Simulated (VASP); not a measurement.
# AlN (P6_3mc) in VASP: single point with HSE06

Aim: the single point of AlN with HSE06.

Program: VASP 6.6.1. These are calculated values, not measurements. Logs are shortened: lines on timing, memory, paths and dates and some standing lists are left out, and cuts for length are marked.

## 1. The cell of the first run

The structure is hexagonal, space group P6_3mc (No. 186). The conventional cell has a = 3.114 Å, b = 3.114 Å, c = 4.984 Å, α = 90.00°, β = 90.00°, γ = 120.00°. Al (site symmetry 3m) has 4 N at 1.89 to 1.90 Å within 2.5 Å. N (site symmetry 3m) has 4 Al at 1.89 to 1.90 Å within 2.5 Å.

## 2. Single point, HSE06

The input, POSCAR:

```
AlN
1.0
    3.1138160000      0.0000000000      0.0000000000
   -1.5569080000      2.6966440000      0.0000000000
    0.0000000000      0.0000000000      4.9835290000
Al N
2 2
Direct
    0.6666670000      0.3333330000      0.4969990000
    0.3333330000      0.6666670000      0.9970000000
    0.3333330000      0.6666670000      0.3790010000
    0.6666670000      0.3333330000      0.8790000000
```

The input, INCAR.step1:

```
  ALGO = Normal
  EDIFF = 1E-5
  ENCUT = 520
  GGA = PE
  ISIF = 2
  ISMEAR = -1
  KPAR = 4
  LASPH = T
  LCHARG = F
  LREAL = F
  LWAVE = T
  NBANDS = 16
  NELM = 60
  PREC = Accurate
  SIGMA = 0.05
```

The input, INCAR.step2:

```
  ALGO = Normal
  EDIFF = 1E-6
  ENCUT = 520
  GGA = PE
  HFSCREEN = 0.2079
  ISIF = 2
  ISMEAR = -1
  ISTART = 1
  KPAR = 4
  LASPH = T
  LCHARG = F
  LHFCALC = T
  LREAL = F
  LWAVE = F
  NBANDS = 16
  NELM = 60
  PREC = Accurate
  PRECFOCK = Normal
  SIGMA = 0.05
```

The input, KPOINTS:

```
k-points
0
Gamma
  9 9 5
```

Potentials or basis: VASP PAW PBE potentials, release 64 (Al, N).

On the command line:

```
> cat potpaw_PBE.64/Al/POTCAR potpaw_PBE.64/N/POTCAR > POTCAR
> cp INCAR.step1 INCAR
> mpirun -np 4 vasp_std > vasp.out
> cp INCAR.step2 INCAR
> mpirun -np 4 vasp_std > vasp.out
```

OUTCAR:

```text
EDIFF = 1E-6
   ENCUT = 520
   GGA = PE
   HFSCREEN = 0.2079
   ISIF = 2
   ISMEAR = -1
   ISTART = 1
   LASPH = T
   LHFCALC = T
   LREAL = F
   NELM = 60
   PREC = Accurate
   PRECFOCK = Normal

 ion  position               nearest neighbor table
   1  0.667  0.333  0.497-   3 1.89   3 1.89   3 1.89   4 1.90   2 3.07   2 3.07   2 3.07   2 3.07
                             2 3.07   2 3.07
   2  0.333  0.667  0.997-   4 1.89   4 1.89   4 1.89   3 1.90   1 3.07   1 3.07   1 3.07   1 3.07
                             1 3.07   1 3.07
   3  0.333  0.667  0.379-   1 1.89   1 1.89   1 1.89   2 1.90
   4  0.667  0.333  0.879-   2 1.89   2 1.89   2 1.89   1 1.90

  LATTYP: Found a hexagonal cell.
 ALAT       =     3.1138160000
 C/A-ratio  =     1.6004571240

  Lattice vectors:

 A1 = (   3.1138160000,   0.0000000000,   0.0000000000)
 A2 = (  -1.5569080000,   2.6966440000,   0.0000000000)
 A3 = (   0.0000000000,   0.0000000000,   4.9835290000)

Analysis of symmetry for initial positions (statically):
=====================================================================
 Subroutine PRICEL returns:
 Original cell was already a primitive cell.

 Routine SETGRP: Setting up the symmetry group for a
 hexagonal supercell.

 Subroutine GETGRP returns: Found 12 space group operations
 (whereof  6 operations were pure point group operations)
 out of a pool of 24 trial point group operations.

The static configuration has the point symmetry C_3v.
 The point group associated with its full space group is C_6v.

Analysis of symmetry for dynamics (positions and initial velocities):
=====================================================================
 Subroutine PRICEL returns:
 Original cell was already a primitive cell.

 Routine SETGRP: Setting up the symmetry group for a
 hexagonal supercell.

 Subroutine GETGRP returns: Found 12 space group operations
 (whereof  6 operations were pure point group operations)
 out of a pool of 24 trial point group operations.

The dynamic configuration has the point symmetry C_3v.
 The point group associated with its full space group is C_6v.

 Subroutine INISYM returns: Found 12 space group operations
 (whereof  6 operations are pure point group operations),
 and found     1 'primitive' translations

----------------------------------------------------------------------------------------

                                     Primitive cell

  volume of cell :      41.8460

  direct lattice vectors                    reciprocal lattice vectors
     3.113816000  0.000000000  0.000000000     0.321149355  0.185415650  0.000000000
    -1.556908000  2.696644000  0.000000000     0.000000000  0.370831300  0.000000000
     0.000000000  0.000000000  4.983529000     0.000000000  0.000000000  0.200661018

  length of vectors
     3.113816000  3.113816209  4.983529000     0.370831325  0.370831300  0.200661018

  position of ions in fractional coordinates (direct lattice)
     0.666667000  0.333333000  0.496999000
     0.333333000  0.666667000  0.997000000
     0.333333000  0.666667000  0.379001000
     0.666667000  0.333333000  0.879000000

  ion indices of the primitive-cell ions
   primitive index   ion index
                 1           1
                 2           2
                 3           3
                 4           4

----------------------------------------------------------------------------------------

 KPOINTS: k-points

Automatic generation of k-mesh.
 Grid dimensions read from file:
 generate k-points for:    9    9    5

 Generating k-lattice:

  Cartesian coordinates                     Fractional coordinates (reciprocal lattice)
     0.035683262  0.020601739  0.000000000     0.111111111  0.000000000  0.000000000
     0.000000000  0.041203478  0.000000000     0.000000000  0.111111111  0.000000000
     0.000000000  0.000000000  0.040132204     0.000000000  0.000000000  0.200000000

  Length of vectors
     0.041203481  0.041203478  0.040132204

  Shift w.r.t. Gamma in fractional coordinates (k-lattice)
     0.000000000  0.000000000  0.000000000

 Subroutine IBZKPT returns following result:
 ===========================================

 Found     36 irreducible k-points:

 Following reciprocal coordinates:
            Coordinates               Weight
  0.000000  0.000000  0.000000      1.000000
  0.111111 -0.000000  0.000000      6.000000
  0.222222 -0.000000  0.000000      6.000000
  0.333333 -0.000000  0.000000      6.000000
  0.444444 -0.000000  0.000000      6.000000
  0.111111  0.111111  0.000000      6.000000
[... 16 lines left out ...]
  0.333333  0.222222  0.200000     24.000000
  0.333333  0.333333  0.200000      4.000000
 [... further k-points ...]
   k-points           NKPTS =     36   k-points in BZ     NKDIM =    405   number of bands    NBANDS=     16
   number of dos      NEDOS =    301   number of ions     NIONS =      4
   total plane-waves  NPLWV =  23040
   dimension x,y,z NGX =    24 NGY =   24 NGZ =   40
   dimension x,y,z NGXF=    48 NGYF=   48 NGZF=   80
   ions per type =               2   2
   NGX,Y,Z   is equivalent  to a cutoff of  12.81, 12.81, 13.34 a.u.
   NGXF,Y,Z  is equivalent  to a cutoff of  25.63, 25.63, 26.69 a.u.
 SYSTEM =  unknown system
   PREC   = accura    normal or accurate (medium, high low for compatibility)
   ISTART =      1    job   : 0-new  1-cont  2-samecut
   ICHARG =      0    charge: 1-file 2-atom 10-const
   ISPIN  =      1    spin polarized calculation?
   LNONCOLLINEAR =      F non collinear calculations
   LSORBIT =      F    spin-orbit coupling
   LASPH  =      T    aspherical Exc in radial PAW
   ENCUT  =  520.0 eV  38.22 Ry    6.18 a.u.   5.79  5.79  9.27*2*pi/ulx,y,z
   NELM   =     60;   NELMIN=  2; NELMDL=  0     # of ELM steps
   EDIFF  = 0.1E-05   stopping-criterion for ELM
   LREAL  =      F    real-space projection
   EDIFFG = 0.1E-04   stopping-criterion for IOM
   NSW    =      0    number of steps for IOM
   IBRION =     -1    ionic relax: 0-MD 1-quasi-New 2-CG
   NFREE  =      0    steps in history (QN), initial steepest desc. (CG)
   ISIF   =      2    stress and relaxation
   ISYM   =      3    0-nonsym 1-usesym 2-fastsym
   POTIM  = 0.5000    time-step for ionic-motion
   TEBEG  =    0.0;   TEEND  =   0.0 temperature during run
   PSTRESS=    0.0 pullay stress
   NELECT =      16.0000    total number of electrons
   NUPDOWN=      -1.0000    fix difference up-down
   EMIN   =  10.00;   EMAX   =-10.00  energy-range for DOS
   EFERMI =   0.00;   METHOD = LEGACY
   ISMEAR =    -1;   SIGMA  =   0.05  broadening in eV -4-tet -1-fermi 0-gaus
   EFERMI_NEDOS =   21; number of points for ismear=-14 and -15
   IALGO  =     38    algorithm
   IMIX   =      1    mixing-type and parameters
     AMIX     =   0.40;   BMIX     =  1.00
     AMIX_MAG =   1.60;   BMIX_MAG =  1.00
  volume/ion in A,a.u.               =      10.46        70.60
  Fermi-wavevector in a.u.,A,eV,Ry     =   1.188220  2.245411 19.209624  1.411868
  Thomas-Fermi vector in A             =   2.324355
   LORBIT       =      0    0 simple, 1 ext, 2 COOP (PROOUT), +10 PAW based schemes
   GGA     = PE    functional components
   LHFCALC =     T    Hartree Fock is set to
   PRECFOCK=normal    Normal, Fast or Accurate (Low or Medium for compatibility)
   ENCUT4O =  -1.0   cutoff for four orbital integrals eV
   NKREDX  =     1    reduce k-point grid by
   NKREDY  =     1    reduce k-point grid by
   NKREDZ  =     1    reduce k-point grid by
   AEXX    =    0.2500 exact exchange contribution
   HFSCREEN=    0.2079 screening length (either q_TF or 0.3 A-1)
   HFSCREENC=   0.2079 screening length for correlation (either q_TF or 0.3 A-1)
   ENCUTFOCK=  -1.0 apply spherical cutoff to Coloumb kernel
   IVDW    =     0    specifies the selected vdW correction
   LEPSILON=     F    determine dielectric tensor
   LRPA    =     F    only Hartree local field effects (RPA)
 non-spin polarized calculation
  energy-cutoff  :      520.00
  volume of cell :       41.85
 maximum number of plane-waves:      1152
 NGX is ok and might be reduce to    24
  NGX = 18; NGY = 18; NGZ = 28

 number of electron      15.9999997 magnetization

 Free energy of the ion-electron system (eV)
  ---------------------------------------------------
  ext. energy  EPLUGINS =         0.00000000
  ---------------------------------------------------
  free energy    TOTEN  =       -34.89381984 eV

  energy without entropy =      -34.89381984  energy(sigma->0) =      -34.89381984

 E-fermi :   6.1906     XC(G=0):  -8.9895

 val. band max:        5.2359722272   @ k =   0.0000   0.0000   0.0000
 cond. band min:      10.7644465072   @ k =   0.0000   0.0000   0.0000
 fundamental gap:      5.5284742800
 Fermi energy:         6.1905967109

 k-point     1 :       0.0000    0.0000    0.0000
  band No.  band energies     occupation
      1     -11.4635      2.00000
      2      -9.1798      2.00000
      3      -1.2656      2.00000
      4       4.2664      2.00000
      5       4.2665      2.00000
      6       4.9920      2.00000
[... 8 lines left out ...]
     15      20.0828      0.00000
     16      20.0829      0.00000

 k-point     2 :       0.1111   -0.0000    0.0000
  band No.  band energies     occupation
      1     -11.2961      2.00000
      2      -9.0861      2.00000
      3      -1.0616      2.00000
      4       3.5215      2.00000
      5       4.0526      2.00000
      6       4.2878      2.00000
[... 8 lines left out ...]
     15      19.9051      0.00000
     16      20.1040      0.00000

 k-point     3 :       0.2222   -0.0000    0.0000
  band No.  band energies     occupation
      1     -10.8213      2.00000
      2      -8.8519      2.00000
      3      -0.4703      2.00000
      4       1.9108      2.00000
      5       2.9249      2.00000
      6       3.6095      2.00000
[... 8 lines left out ...]
     15      19.1652      0.00000
     16      19.8840      0.00000
[... 362 lines left out ...]
 k-point    23 :       0.3333    0.2222    0.2000
  band No.  band energies     occupation
      1      -9.1363      2.00000
      2      -8.6452      2.00000
      3      -0.2168      2.00000
      4       0.4384      2.00000
      5       1.3875      2.00000
      6       2.6468      2.00000
[... 8 lines left out ...]
     15      19.7968      0.00000
     16      22.0288      0.00000

 k-point    24 :       0.3333    0.3333    0.2000
  band No.  band energies     occupation
      1      -8.7896      2.00000
      2      -8.7895      2.00000
      3       0.2016      2.00000
      4       0.5767      2.00000
      5       0.5767      2.00000
      6       2.2060      2.00000
[... 8 lines left out ...]
     15      20.0379      0.00000
     16      22.3561      0.00000

 [... further k-points ...]

------------------------ aborting loop because EDIFF is reached ----------------------------------------

  FORCE on cell =-STRESS in cart. coord.  units (eV):
  Direction    XX          YY          ZZ          XY          YZ          ZX
  --------------------------------------------------------------------------------------
  -------------------------------------------------------------------------------------
  Total       -0.5351588     -0.5351589     -0.4781662      0.0000000     -0.0000000      0.0000000
  in kB      -20.4898924    -20.4898961    -18.3077880      0.0000000     -0.0000000      0.0000000
  external PRESSURE =     -19.7625255 kB  Pullay stress =       0.0000000 kB

 VOLUME and BASIS-vectors are now :
 -----------------------------------------------------------------------------
  energy-cutoff  :      520.00
  volume of cell :       41.85
      direct lattice vectors                 reciprocal lattice vectors
     3.113816000  0.000000000  0.000000000     0.321149355  0.185415650  0.000000000
    -1.556908000  2.696644000  0.000000000     0.000000000  0.370831300  0.000000000
     0.000000000  0.000000000  4.983529000     0.000000000  0.000000000  0.200661018

 POSITION                                       TOTAL-FORCE (eV/Angst)
 -----------------------------------------------------------------------------------
      1.55691      0.89888      2.47681        -0.000000      0.000000      0.007697
     -0.00000      1.79776      4.96858        -0.000000     -0.000000      0.007697
     -0.00000      1.79776      1.88876         0.000000      0.000000     -0.007697
      1.55691      0.89888      4.38052        -0.000000     -0.000000     -0.007697
 -----------------------------------------------------------------------------------
    total drift:                                0.000489     -0.000004     -0.001315

  FREE ENERGIE OF THE ION-ELECTRON SYSTEM (eV)
  ---------------------------------------------------
  free  energy   TOTEN  =       -34.8938198392 eV

  energy  without entropy=      -34.8938198391  energy(sigma->0) =      -34.89381984
```

Wall time 35 min (4 MPI ranks of Intel Xeon Platinum 8259CL at 2.50GHz (Skylake/Cascade Lake), shared host); peak memory 0.29 GiB.

Results:

| Property | Result |
| --- | --- |
| Free energy | -34.8938 eV |
| Pressure | -2.0 GPa |
| Largest force | 0.008 eV/Å |
| Band gap on the k mesh | 5.53 eV |

Forces on the atoms (eV/Å):
```
Al   0.000  0.000  0.008
Al   0.000  0.000  0.008
N    0.000  0.000 -0.008
N    0.000  0.000 -0.008
```

Caveat: the PAW data sets were made with another functional, which shifts forces and pressure a little.
